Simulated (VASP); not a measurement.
Here is a VASP 6.6.1 calculation.

The input INCAR:

```
  ALGO = Normal
  EDIFF = 1E-6
  ENCUT = 750
  GGA = PE
  GGA_COMPAT = F
  ISIF = 2
  ISMEAR = 1
  LASPH = T
  LCHARG = F
  LREAL = F
  LWAVE = F
  NBANDS = 17
  NELM = 120
  PREC = Accurate
  SIGMA = 0.02
```

KPOINTS

```
k-points
0
Gamma
  5 5 5
```

POSCAR

```
LiSb3
1.0
    0.0000000000      3.7269243970      3.7269243970
    3.7269243970      0.0000000000      3.7269243970
    3.7269243970      3.7269243970      0.0000000000
Li Sb
1 3
Direct
    0.0000000000      0.0000000000      0.0000000000
    0.5000000000      0.5000000000      0.5000000000
    0.2500000000      0.2500000000      0.2500000000
    0.7500000000      0.7500000000      0.7500000000
```

Potentials or basis: VASP PAW PBE potentials, release 64 (Li_sv, Sb).

The run is started by

```sh
$ cat potpaw_PBE.64/Li_sv/POTCAR potpaw_PBE.64/Sb/POTCAR > POTCAR
$ mpirun -np 1 vasp_std > vasp.out
```

(1) Estimate the pressure.

(2) Estimate the band gap on the k mesh.

## Answers

(1) -0.1 GPa.

(2) zero (bands 9 and 10 overlap by 3.07 eV).

Caveat: spin-orbit coupling is left out, which moves the levels of the heavy elements.
